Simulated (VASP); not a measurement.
# Si (I4/mmm) in VASP: single point with PBEsol

Aim: the single point of Si with PBEsol.

Everything below comes from runs of VASP 6.6.1. Logs are shortened: lines on timing, memory, paths and dates and some standing lists are left out, and cuts for length are marked.

### Step 1. The cell of the first run

The structure is tetragonal, space group I4/mmm (No. 139). Conventional cell: a = 3.254 Å, b = 3.254 Å, c = 2.641 Å, α = 90.00°, β = 90.00°, γ = 90.00°. Si (site symmetry 4/mmm) has 14 Si at 2.64 to 3.25 Å within 3.5 Å.

### Step 2. Single point, PBEsol

File INCAR:

```
  PREC = Accurate
  ENCUT = 500
  EDIFF = 1E-6
  ISMEAR = -1
  SIGMA = 0.15
  LREAL = False
  LASPH = True
  NELM = 120
  ALGO = Normal
  ISIF = 2
  LWAVE = False
  LCHARG = False
  GGA = PS
  NBANDS = 36
  GGA_COMPAT = False
```

File KPOINTS:

```
regular mesh
0
Gamma
  3 4 3
```

File POSCAR:

```
Si
1.0
   -4.8807447900      4.8807447900      3.9609895500
    3.2538298600     -3.2538298600      2.6406597000
    3.2538298600      3.2538298600     -2.6406597000
Si
12
Direct
    0.0000000000      0.0000000000      0.0000000000
    0.0000000000      0.0000000000      0.5000000000
    0.0000000000      0.5000000000      0.0000000000
    0.0000000000      0.5000000000      0.5000000000
    0.3333333333      0.0000000000      0.0000000000
    0.3333333333      0.0000000000      0.5000000000
    0.3333333333      0.5000000000      0.0000000000
    0.3333333333      0.5000000000      0.5000000000
    0.6666666667      0.0000000000      0.0000000000
    0.6666666667      0.0000000000      0.5000000000
    0.6666666667      0.5000000000      0.0000000000
    0.6666666667      0.5000000000      0.5000000000
```

Potentials or basis: VASP PAW PBE potentials, release 64 (Si).

Run with:

```console
$ cat potpaw_PBE.64/Si/POTCAR > POTCAR
$ mpirun -np 1 vasp_std > vasp.out
```

OUTCAR:

```text
PREC = Accurate
   ENCUT = 500
   EDIFF = 1E-6
   ISMEAR = -1
   LREAL = False
   LASPH = True
   NELM = 120
   ISIF = 2
   GGA = PS

 ion  position               nearest neighbor table
   1  0.000  0.000  0.000-   7 2.64  11 2.64   9 2.65   5 2.65   8 2.65  12 2.65   2 2.65   3 2.65
                             2 2.65   3 2.65
   2  0.000  0.000  0.500-   8 2.64  12 2.64  10 2.65   6 2.65   7 2.65  11 2.65   1 2.65   4 2.65
                             1 2.65   4 2.65
   3  0.000  0.500  0.000-   5 2.64   9 2.64  11 2.65   7 2.65   6 2.65  10 2.65   4 2.65   1 2.65
                             1 2.65   4 2.65
   4  0.000  0.500  0.500-   6 2.64  10 2.64  12 2.65   8 2.65   5 2.65   9 2.65   3 2.65   2 2.65
                             2 2.65   3 2.65
   5  0.333  0.000  0.000-   3 2.64  11 2.64   1 2.65   4 2.65   6 2.65   7 2.65   7 2.65   6 2.65
                            12 2.65   9 2.65
   6  0.333  0.000  0.500-   4 2.64  12 2.64   2 2.65   3 2.65   5 2.65   8 2.65   8 2.65   5 2.65
                            11 2.65  10 2.65
   7  0.333  0.500  0.000-   1 2.64   9 2.64   3 2.65   2 2.65   8 2.65   8 2.65   5 2.65   5 2.65
                            10 2.65  11 2.65
   8  0.333  0.500  0.500-   2 2.64  10 2.64   4 2.65   1 2.65   7 2.65   7 2.65   6 2.65   6 2.65
                             9 2.65  12 2.65
   9  0.667  0.000  0.000-   3 2.64   7 2.64   1 2.65   4 2.65  11 2.65  10 2.65  10 2.65  11 2.65
                             8 2.65   5 2.65
  10  0.667  0.000  0.500-   4 2.64   8 2.64   2 2.65   3 2.65  12 2.65   9 2.65   9 2.65  12 2.65
                             7 2.65   6 2.65
  11  0.667  0.500  0.000-   1 2.64   5 2.64   3 2.65   2 2.65  12 2.65  12 2.65   9 2.65   9 2.65
                             6 2.65   7 2.65
  12  0.667  0.500  0.500-   2 2.64   6 2.64   4 2.65   1 2.65  11 2.65  11 2.65  10 2.65  10 2.65
                             5 2.65   8 2.65

  LATTYP: Found a triclinic cell.
 ALAT       =     5.3054595623
 B/A-ratio  =     2.4406705563
 C/A-ratio  =     3.0034028519
 COS(alpha) =     0.0027868769
 COS(beta)  =     0.6276927999
 COS(gamma) =     0.7649764547

  Lattice vectors:

 A1 = (  -3.2538298600,  -3.2538298600,   2.6406597000)
 A2 = (  -1.6269149300,  -4.8807447900,  11.8829686500)
 A3 = ( -14.6422343700,  -4.8807447900,  -3.9609895500)

Analysis of symmetry for initial positions (statically):
=====================================================================
 Subroutine PRICEL returns following result:

  LATTYP: Found a body centered tetragonal cell.
 ALAT       =     3.2538298600
 C/A-ratio  =     0.8115543263

  Lattice vectors:

 A1 = (  -1.6269149298,   1.6269149298,   1.3203298499)
 A2 = (   1.6269149300,  -1.6269149300,   1.3203298500)
 A3 = (   1.6269149300,   1.6269149300,  -1.3203298500)

  12 primitive cells build up your supercell.

[... 140 lines left out ...]
   EFERMI_NEDOS =   21; number of points for ismear=-14 and -15
   IALGO  =     38    algorithm
   IMIX   =      4    mixing-type and parameters
     AMIX     =   0.40;   BMIX     =  1.00
     AMIX_MAG =   1.60;   BMIX_MAG =  1.00
  volume/ion in A,a.u.               =      13.98        94.33
  Fermi-wavevector in a.u.,A,eV,Ry     =   1.078791  2.038620 15.834335  1.163791
  Thomas-Fermi vector in A             =   2.214739
   LORBIT       =      0    0 simple, 1 ext, 2 COOP (PROOUT), +10 PAW based schemes
   GGA     = PS    functional components
   LHFCALC =     F    Hartree Fock is set to
   AEXX    =    0.0000 exact exchange contribution
   IVDW    =     0    specifies the selected vdW correction
   LEPSILON=     F    determine dielectric tensor
   LRPA    =     F    only Hartree local field effects (RPA)
 non-spin polarized calculation
  energy-cutoff  :      500.00
  volume of cell :      167.75
 maximum number of plane-waves:      4291
 NGX is ok and might be reduce to    60
   NGX = 29   NGY = 19   NGZ = 19

 number of electron      47.9999993 magnetization

 Free energy of the ion-electron system (eV)
  ---------------------------------------------------
  ext. energy  EPLUGINS =         0.00000000
  ---------------------------------------------------
  free energy    TOTEN  =       -64.72965872 eV

  energy without entropy =      -64.35519625  energy(sigma->0) =      -64.54242748

 E-fermi :  10.5345     XC(G=0): -11.3755

 val. band max:       10.5239558012   @ k =   0.0000   0.0000   0.3333
 cond. band min:      10.5602597561   @ k =   0.3333  -0.2500   0.3333
 fundamental gap:      0.0363039549
 Fermi energy:        10.5345210463

 k-point     1 :       0.0000    0.0000    0.0000
  band No.  band energies     occupation
      1      -4.2156      2.00000
      2      -0.4091      2.00000
      3      -0.4091      2.00000
      4       1.1948      2.00000
      5       1.1948      2.00000
      6       1.8085      2.00000
[... 730 lines left out ...]
     35      13.7077      0.00000
     36      14.7136      0.00000

------------------------ aborting loop because EDIFF is reached ----------------------------------------

  FORCE on cell =-STRESS in cart. coord.  units (eV):
  Direction    XX          YY          ZZ          XY          YZ          ZX
  --------------------------------------------------------------------------------------
  -------------------------------------------------------------------------------------
  Total        1.2141415      0.1868787      1.3857638      1.0353695      3.1935462      0.0458383
  in kB       11.5964890      1.7849124     13.2356852      9.8890047     30.5021475      0.4378096
  external PRESSURE =       8.8723622 kB  Pullay stress =       0.0000000 kB

 VOLUME and BASIS-vectors are now :
 -----------------------------------------------------------------------------
  energy-cutoff  :      500.00
  volume of cell :      167.75
      direct lattice vectors                 reciprocal lattice vectors
    -4.880744790  4.880744790  3.960989550     0.000000000  0.102443381  0.126231083
     3.253829860 -3.253829860  2.640659700     0.153665072 -0.000000000  0.189346624
     3.253829860  3.253829860 -2.640659700     0.153665072  0.153665072  0.000000000

 POSITION                                       TOTAL-FORCE (eV/Angst)
 -----------------------------------------------------------------------------------
      0.00000      0.00000      0.00000         0.000000     -0.000000     -0.000000
      1.62691      1.62691     -1.32033        -0.000000     -0.000000      0.000000
      1.62691     -1.62691      1.32033         0.000000     -0.000000     -0.000000
      3.25383      0.00000      0.00000         0.000000     -0.000000      0.000000
     -1.62691      1.62691      1.32033        -0.000000     -0.000000     -0.000000
      0.00000      3.25383     -0.00000        -0.000000     -0.000000      0.000000
      0.00000     -0.00000      2.64066         0.000000     -0.000000     -0.000000
      1.62691      1.62691      1.32033         0.000000      0.000000      0.000000
     -3.25383      3.25383      2.64066        -0.000000      0.000000     -0.000000
     -1.62691      4.88074      1.32033        -0.000000      0.000000      0.000000
     -1.62691      1.62691      3.96099        -0.000000      0.000000     -0.000000
     -0.00000      3.25383      2.64066        -0.000000      0.000000      0.000000
 -----------------------------------------------------------------------------------
    total drift:                               -0.000000     -0.000000     -0.000000

  FREE ENERGIE OF THE ION-ELECTRON SYSTEM (eV)
  ---------------------------------------------------
  free  energy   TOTEN  =       -64.7296587165 eV

  energy  without entropy=      -64.3551962481  energy(sigma->0) =      -64.54242748
```

OSZICAR:

```text
N       E                     dE             d eps       ncg     rms          rms(c)
DAV:   1     0.865562113371E+02    0.86556E+02   -0.18790E+04  1368   0.110E+03
DAV:   2    -0.573577992602E+02   -0.14391E+03   -0.13411E+03  1656   0.164E+02
DAV:   3    -0.649150391483E+02   -0.75572E+01   -0.72599E+01  1796   0.306E+01
DAV:   4    -0.650230769981E+02   -0.10804E+00   -0.10714E+00  1704   0.395E+00
DAV:   5    -0.650242047154E+02   -0.11277E-02   -0.11268E-02  1684   0.391E-01    0.105E+01
DAV:   6    -0.648358381730E+02    0.18837E+00   -0.48264E-02  1616   0.776E-01    0.579E+00
DAV:   7    -0.647305346896E+02    0.10530E+00   -0.88356E-02  1560   0.104E+00    0.360E-01
DAV:   8    -0.647296707562E+02    0.86393E-03   -0.16004E-03  1776   0.176E-01    0.750E-02
DAV:   9    -0.647296732878E+02   -0.25316E-05   -0.14633E-05  1664   0.166E-02    0.242E-02
DAV:  10    -0.647296596808E+02    0.13607E-04   -0.52229E-07  1152   0.349E-03    0.153E-02
DAV:  11    -0.647296583319E+02    0.13489E-05   -0.54819E-08   912   0.125E-03    0.196E-03
DAV:  12    -0.647296587165E+02   -0.38455E-06   -0.72934E-09   900   0.402E-04
   1 F= -.64729659E+02 E0= -.64542427E+02  d E =-.374462E+00
```

stdout:

```text
POSCAR found type information on POSCAR Si
 POSCAR found :  1 types and      12 ions
 scaLAPACK will be used
 -----------------------------------------------------------------------------
|                                                                             |
|                                                                             |
|     You enforced a specific xc type in the INCAR file but a different       |
|     I HOPE YOU KNOW WHAT YOU ARE DOING!                                     |
|                                                                             |
 -----------------------------------------------------------------------------

 LDA part: xc-table for (Slater+PW92), standard interpolation
 POSCAR, INCAR and KPOINTS ok, starting setup
 FFT: planning ... GRIDC
 FFT: planning ... GRID_SOFT
 FFT: planning ... GRID
 WAVECAR not read
 entering main loop
```

Wall time 51 s (1 thread of Intel Xeon 6975P-C (Granite Rapids), shared host); peak memory 0.31 GiB.

What came out:

```yaml
Free_energy: -64.7297 eV
Pressure: 0.9 GPa
Band_gap_on_the_k_mesh: zero (bands 24 and 25 overlap by 1.47 eV)
```

Caveat: the k points lie up to 0.43 Å⁻¹ apart, too coarse for converged energies and pressures of a metal; the PAW data sets were made with another functional, which shifts forces and pressure a little.
